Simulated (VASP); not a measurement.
# ZnO (P6_3mc) in VASP: a series of runs, part 2 of 2

VASP 6.6.1.

**3. Single point, PBE (uniaxial strain along c: +2.0 %)**

INCAR reads:

```
PREC     = Accurate       # precision mode
ENCUT    = 520            # plane-wave cutoff, eV
EDIFF    = 1E-6           # SCF threshold, eV
ISMEAR   = 0              # smearing method
SIGMA    = 0.02           # smearing width, eV
LREAL    = False          # projectors in reciprocal space
LASPH    = True           # aspherical terms in the spheres
NELM     = 100            # most SCF steps
ALGO     = Normal         # electronic algorithm
ISIF     = 2              # what is computed and relaxed
LWAVE    = False          # write WAVECAR
LCHARG   = False          # write CHGCAR
GGA      = PE             # functional
NBANDS   = 26             # bands
```

KPOINTS reads:

```
regular mesh
0
Gamma
  12 12 6
```

POSCAR reads:

```
ZnO
1.0
    3.2629938056      0.0000000000      0.0000000000
   -1.6314969028      2.8258355280      0.0000000000
    0.0000000000      0.0000000000      5.3990978281
Zn O
2 2
Direct
    0.6666666667      0.3333333333      0.5006044108
    0.3333333333      0.6666666667      0.0006044108
    0.6666666667      0.3333333333      0.8797055892
    0.3333333333      0.6666666667      0.3797055892
```

Potentials or basis: VASP PAW PBE potentials, release 64 (Zn, O).

Started as:

```
$ cat potpaw_PBE.64/Zn/POTCAR potpaw_PBE.64/O/POTCAR > POTCAR
$ mpirun -np 1 vasp_std > vasp.out
```

OUTCAR:

```text
PREC = Accurate
   ENCUT = 520
   EDIFF = 1E-6
   ISMEAR = 0
   LREAL = False
   LASPH = True
   NELM = 100
   ISIF = 2
   GGA = PE

 ion  position               nearest neighbor table
   1  0.667  0.333  0.501-   4 1.99   4 1.99   4 1.99   3 2.05
   2  0.333  0.667  0.001-   3 1.99   3 1.99   3 1.99   4 2.05
   3  0.667  0.333  0.880-   2 1.99   2 1.99   2 1.99   1 2.05
   4  0.333  0.667  0.380-   1 1.99   1 1.99   1 1.99   2 2.05

  LATTYP: Found a hexagonal cell.
 ALAT       =     3.2629938056
 C/A-ratio  =     1.6546454421

  Lattice vectors:

 A1 = (   3.2629938056,   0.0000000000,   0.0000000000)
 A2 = (  -1.6314969028,   2.8258355280,   0.0000000000)
 A3 = (   0.0000000000,   0.0000000000,   5.3990978281)

Analysis of symmetry for initial positions (statically):
=====================================================================
 Subroutine PRICEL returns:
 Original cell was already a primitive cell.

 Routine SETGRP: Setting up the symmetry group for a
 hexagonal supercell.

 Subroutine GETGRP returns: Found 12 space group operations
 (whereof  6 operations were pure point group operations)
 out of a pool of 24 trial point group operations.

The static configuration has the point symmetry C_3v.
 The point group associated with its full space group is C_6v.

Analysis of symmetry for dynamics (positions and initial velocities):
=====================================================================
 Subroutine PRICEL returns:
 Original cell was already a primitive cell.

 Routine SETGRP: Setting up the symmetry group for a
 hexagonal supercell.

 Subroutine GETGRP returns: Found 12 space group operations
 (whereof  6 operations were pure point group operations)
 out of a pool of 24 trial point group operations.

The dynamic configuration has the point symmetry C_3v.
 The point group associated with its full space group is C_6v.

 Subroutine INISYM returns: Found 12 space group operations
 (whereof  6 operations are pure point group operations),
 and found     1 'primitive' translations

----------------------------------------------------------------------------------------

                                     Primitive cell

  volume of cell :      49.7834

  direct lattice vectors                    reciprocal lattice vectors
     3.262993806  0.000000000  0.000000000     0.306467024  0.176938819  0.000000000
    -1.631496903  2.825835528  0.000000000     0.000000000  0.353877637  0.000000000
     0.000000000  0.000000000  5.399097828     0.000000000  0.000000000  0.185216129

  length of vectors
     3.262993806  3.262993806  5.399097828     0.353877637  0.353877637  0.185216129

  position of ions in fractional coordinates (direct lattice)
     0.666666667  0.333333333  0.500604411
     0.333333333  0.666666667  0.000604411
     0.666666667  0.333333333  0.879705589
     0.333333333  0.666666667  0.379705589

  ion indices of the primitive-cell ions
   primitive index   ion index
                 1           1
                 2           2
                 3           3
                 4           4

----------------------------------------------------------------------------------------

 KPOINTS: regular mesh

Automatic generation of k-mesh.
 Grid dimensions read from file:
 generate k-points for:   12   12    6

 Generating k-lattice:

  Cartesian coordinates                     Fractional coordinates (reciprocal lattice)
     0.025538919  0.014744902  0.000000000     0.083333333  0.000000000  0.000000000
     0.000000000  0.029489803  0.000000000     0.000000000  0.083333333  0.000000000
     0.000000000  0.000000000  0.030869355     0.000000000  0.000000000  0.166666667

  Length of vectors
     0.029489803  0.029489803  0.030869355

  Shift w.r.t. Gamma in fractional coordinates (k-lattice)
     0.000000000  0.000000000  0.000000000

 Subroutine IBZKPT returns following result:
 ===========================================

 Found     76 irreducible k-points:

 Following reciprocal coordinates:
            Coordinates               Weight
  0.000000  0.000000  0.000000      1.000000
  0.083333  0.000000  0.000000      6.000000
  0.166667 -0.000000  0.000000      6.000000
  0.250000  0.000000  0.000000      6.000000
  0.333333 -0.000000  0.000000      6.000000
  0.416667 -0.000000  0.000000      6.000000
[... 16 lines left out ...]
  0.250000  0.000000  0.166667     12.000000
  0.333333 -0.000000  0.166667     12.000000
 [... further k-points ...]
   k-points           NKPTS =     76   k-points in BZ     NKDIM =     76   number of bands    NBANDS=     26
   number of dos      NEDOS =    301   number of ions     NIONS =      4
   total plane-waves  NPLWV =  23040
   dimension x,y,z NGX =    24 NGY =   24 NGZ =   40
   dimension x,y,z NGXF=    48 NGYF=   48 NGZF=   80
   ions per type =               2   2
   NGX,Y,Z   is equivalent  to a cutoff of  12.23, 12.23, 12.32 a.u.
   NGXF,Y,Z  is equivalent  to a cutoff of  24.46, 24.46, 24.63 a.u.
 SYSTEM =  unknown system
   PREC   = accura    normal or accurate (medium, high low for compatibility)
   ISTART =      0    job   : 0-new  1-cont  2-samecut
   ICHARG =      2    charge: 1-file 2-atom 10-const
   ISPIN  =      1    spin polarized calculation?
   LNONCOLLINEAR =      F non collinear calculations
   LSORBIT =      F    spin-orbit coupling
   LASPH  =      T    aspherical Exc in radial PAW
   ENCUT  =  520.0 eV  38.22 Ry    6.18 a.u.   6.07  6.07 10.04*2*pi/ulx,y,z
   NELM   =    100;   NELMIN=  2; NELMDL= -5     # of ELM steps
   EDIFF  = 0.1E-05   stopping-criterion for ELM
   LREAL  =      F    real-space projection
   EDIFFG = 0.1E-04   stopping-criterion for IOM
   NSW    =      0    number of steps for IOM
   IBRION =     -1    ionic relax: 0-MD 1-quasi-New 2-CG
   NFREE  =      0    steps in history (QN), initial steepest desc. (CG)
   ISIF   =      2    stress and relaxation
   ISYM   =      2    0-nonsym 1-usesym 2-fastsym
   POTIM  = 0.5000    time-step for ionic-motion
   TEBEG  =    0.0;   TEEND  =   0.0 temperature during run
   PSTRESS=    0.0 pullay stress
   NELECT =      36.0000    total number of electrons
   NUPDOWN=      -1.0000    fix difference up-down
   EMIN   =  10.00;   EMAX   =-10.00  energy-range for DOS
   EFERMI =   0.00;   METHOD = LEGACY
   ISMEAR =     0;   SIGMA  =   0.02  broadening in eV -4-tet -1-fermi 0-gaus
   EFERMI_NEDOS =   21; number of points for ismear=-14 and -15
   IALGO  =     38    algorithm
   IMIX   =      4    mixing-type and parameters
     AMIX     =   0.40;   BMIX     =  1.00
     AMIX_MAG =   1.60;   BMIX_MAG =  1.00
  volume/ion in A,a.u.               =      12.45        83.99
  Fermi-wavevector in a.u.,A,eV,Ry     =   1.469425  2.776811 29.377851  2.159211
  Thomas-Fermi vector in A             =   2.584804
   LORBIT       =      0    0 simple, 1 ext, 2 COOP (PROOUT), +10 PAW based schemes
   GGA     = PE    functional components
   LHFCALC =     F    Hartree Fock is set to
   AEXX    =    0.0000 exact exchange contribution
   IVDW    =     0    specifies the selected vdW correction
   LEPSILON=     F    determine dielectric tensor
   LRPA    =     F    only Hartree local field effects (RPA)
 non-spin polarized calculation
 Gauss-broadening in eV      SIGMA  =   0.02
  energy-cutoff  :      520.00
  volume of cell :       49.78
 maximum number of plane-waves:      1358
   NGX = 13   NGY = 13   NGZ = 21

 number of electron      36.0000067 magnetization

 Free energy of the ion-electron system (eV)
  ---------------------------------------------------
  ext. energy  EPLUGINS =         0.00000000
  ---------------------------------------------------
  free energy    TOTEN  =       -17.84971206 eV

  energy without entropy =      -17.84971206  energy(sigma->0) =      -17.84971206

 E-fermi :   0.9584     XC(G=0): -10.6754

 val. band max:        0.8360473490   @ k =   0.0000   0.0000   0.0000
 cond. band min:       1.5139420759   @ k =   0.0000   0.0000   0.0000
 fundamental gap:      0.6778947269
 Fermi energy:         0.9584346504

 k-point     1 :       0.0000    0.0000    0.0000
  band No.  band energies     occupation
      1     -16.9361      2.00000
      2     -16.3190      2.00000
      3      -4.6998      2.00000
      4      -4.6998      2.00000
      5      -4.6508      2.00000
      6      -4.5553      2.00000
[... 18 lines left out ...]
     25      14.8483      0.00000
     26      14.8483      0.00000
[... 644 lines left out ...]
      4      -4.7120      2.00000
      5      -4.4732      2.00000
      6      -4.2939      2.00000
[... 18 lines left out ...]
     25      14.0986      0.00000
     26      14.6745      0.00000

 [... further k-points ...]
[... 5 lines left out ...]
  --------------------------------------------------------------------------------------
  -------------------------------------------------------------------------------------
  Total        0.4320531      0.4320531     -1.0725405      0.0000000      0.0000000      0.0000000
  in kB       13.9047568     13.9047568    -34.5175503      0.0000000      0.0000000      0.0000000
  external PRESSURE =      -2.2360123 kB  Pullay stress =       0.0000000 kB

 VOLUME and BASIS-vectors are now :
 -----------------------------------------------------------------------------
  energy-cutoff  :      520.00
  volume of cell :       49.78
      direct lattice vectors                 reciprocal lattice vectors
     3.262993806  0.000000000  0.000000000     0.306467024  0.176938819  0.000000000
    -1.631496903  2.825835528  0.000000000     0.000000000  0.353877637  0.000000000
     0.000000000  0.000000000  5.399097828     0.000000000  0.000000000  0.185216129

 POSITION                                       TOTAL-FORCE (eV/Angst)
 -----------------------------------------------------------------------------------
      1.63150      0.94195      2.70281         0.000000     -0.000000      0.165270
     -0.00000      1.88389      0.00326        -0.000000      0.000000      0.165270
      1.63150      0.94195      4.74962         0.000000     -0.000000     -0.165270
     -0.00000      1.88389      2.05007        -0.000000      0.000000     -0.165270
 -----------------------------------------------------------------------------------
    total drift:                               -0.000001     -0.000001     -0.001818

  FREE ENERGIE OF THE ION-ELECTRON SYSTEM (eV)
  ---------------------------------------------------
  free  energy   TOTEN  =       -17.8497120612 eV

  energy  without entropy=      -17.8497120612  energy(sigma->0) =      -17.84971206
```

Wall time 30 s (1 thread of Intel Xeon 6975P-C (Granite Rapids), shared host); peak memory 0.21 GiB.

What came out:

| Item | Value |
| --- | --- |
| Free energy | -17.8497 eV |
| Pressure | -0.2 GPa |
| Largest force | 0.165 eV/Å |
| Band gap on the k mesh | 0.68 eV, direct |

Forces on the atoms (eV/Å):
```
Zn   0.000  0.000  0.165
Zn   0.000  0.000  0.165
O    0.000  0.000 -0.165
O    0.000  0.000 -0.165
```

Stress tensor (GPa, compression positive):
```
 1.39  0.00  0.00
 0.00  1.39  0.00
 0.00  0.00 -3.45
```

Caveat: the cell differs from its parent crystal (uniaxial strain along c: +2.0 %).

**4. Single point, PBE**

INCAR reads:

```
PREC = Accurate
ENCUT = 520
EDIFF = 1E-6
ISMEAR = 0
SIGMA = 0.02
LREAL = F
LASPH = T
NELM = 80
ALGO = Normal
ISIF = 2
LWAVE = F
LCHARG = T
GGA = PE
LELF = T
LVHAR = T
NBANDS = 26
```

KPOINTS reads:

```
Automatic mesh
0
Gamma
  12 12 6
```

POSCAR reads:

```
ZnO
1.0
    3.2596129268      0.0000000000      0.0000000000
   -1.6298064634      2.8229076011      0.0000000000
    0.0000000000      0.0000000000      5.3990978281
Zn O
2 2
Direct
    0.6666666645      0.3333333355      0.5035731408
    0.3333333355      0.6666666645      0.0035731408
    0.6666666676      0.3333333324      0.8767368592
    0.3333333324      0.6666666676      0.3767368592
```

Started as:

```
$ cat potpaw_PBE.64/Zn/POTCAR potpaw_PBE.64/O/POTCAR > POTCAR
$ mpirun -np 1 vasp_std > vasp.out
```

Wall time 31 s (1 thread of Intel Xeon 6975P-C (Granite Rapids), shared host); peak memory 0.21 GiB.

Results (log left out):

| Quantity | Value |
| --- | --- |
| Free energy | -17.8546 eV |
| Pressure | -0.1 GPa |
| Largest force | 0.007 eV/Å |
| Band gap on the k mesh | 0.68 eV, direct |

Forces in eV/Å, atoms in the order of the input:
```
Zn   0.000  0.000  0.007
Zn   0.000  0.000  0.007
O    0.000  0.000 -0.007
O    0.000  0.000 -0.007
```

Stress tensor (GPa, compression positive):
```
 0.86  0.00  0.00
 0.00  0.86  0.00
 0.00  0.00 -2.16
```

Levels at points of the mesh, in eV from the valence-band top:
```
           k point  band 14  band 15  band 16  band 17  band 18  band 19  band 20  band 21  band 22  band 23
(0.00, 0.00, 0.00)    -0.73    -0.73    -0.11     0.00     0.00     0.68     5.16     7.83    12.91    12.91
(0.50, 0.00, 0.00)    -3.38    -2.74    -2.07    -1.29    -0.75     5.60     6.81     7.30     8.32    10.23
(0.00, 0.00, 0.50)    -2.30    -0.36    -0.36    -0.36    -0.36     3.30     3.30     9.74     9.74    13.20
(0.50, 0.00, 0.50)    -3.69    -1.41    -1.41    -1.38    -1.38     5.56     5.56     8.18     8.18    11.14
```
